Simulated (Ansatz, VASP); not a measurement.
Two plane-wave programs on Au

The input INCAR:

```
SYSTEM = Au
  PREC = Accurate
  ENCUT = 520
  EDIFF = 1E-7
  ISMEAR = 0
  SIGMA = 0.15
  LREAL = .FALSE.
  LASPH = .TRUE.
  NELM = 80
  ALGO = Fast
  ISIF = 2
  LWAVE = .FALSE.
  LCHARG = .FALSE.
  GGA = PS
  NBANDS = 18
```

KPOINTS

```
regular mesh
0
G
  22 22 14
  0 0 0
```

File POSCAR:

```
Au
1.0
   -1.6210733944      1.6210733944      1.6210733944
    1.6210733944     -1.6210733944      1.6210733944
    3.2421467888      3.2421467888      0.0000000000
Au
2
Direct
    0.0327147486     -0.0327147486      0.0000000000
    0.4672852514      0.5327147486      0.5000000000
```

Input for Ansatz:

```yaml
crystal:
  lattice:
    - [-1.6210733944, 1.6210733944, 1.6210733944]
    - [1.6210733944, -1.6210733944, 1.6210733944]
    - [3.2421467888, 3.2421467888, 0.0]
  atoms:
    - { symbol: Au, position: [0.0327147486, -0.0327147486, 0.0] }
    - { symbol: Au, position: [0.4672852514, 0.5327147486, 0.5] }
basis:
  ecutwfc: 420
kpoints:
  mp_grid: { grid: [22, 22, 14] }
hamiltonian:
  xc: pbesol
scf:
  occupations: { method: gaussian, width: 0.15 }
output:
  forces: true
  stress: true
  eigenvalues: true
  write_density: true
  write_potential: true
  elf: true
  volumetric_format: npy
```

Change from the starting cell: mode 4 (9.3 1/cm) frozen in, largest displacement +0.150 Å.

Alike in both runs: task single point; functional PBEsol; k mesh 22 × 22 × 14; occupations gaussian, width 0.15 eV; no spin polarisation.

```csv
,VASP,Ansatz
version,VASP 6.6.1,Ansatz 0.2.0
potentials or method,"VASP PAW PBE potentials, release 64 (Au), cutoff 520 eV","scalar-relativistic, plane waves, PAW"
valence electrons in the cell,22,38
```

```tsv
	VASP	Ansatz	Ansatz less VASP
gap on the k mesh at the Fermi level (eV)	none	none	-
pressure (GPa)	0.1	0.4	+0.29
traceless stress, the component that is largest in VASP (GPa)	-0.20	-0.20	-0.004
rms of the force components (eV/Å)	0.008	0.009	+0.0009
```

VASP's potentials were made for PBE, not for PBEsol. Atom by atom the forces differ by 0.001 eV/Å (rms over components). A gap of «none» marks a metal or a gap that the smearing closes. With one functional, cell and mesh, what is left measures potentials, basis and numerics. VASP's potentials hold 22 valence electrons a cell and Ansatz's 38, so a difference there can come from the potentials and not from the codes.

Spin-orbit coupling is off throughout.
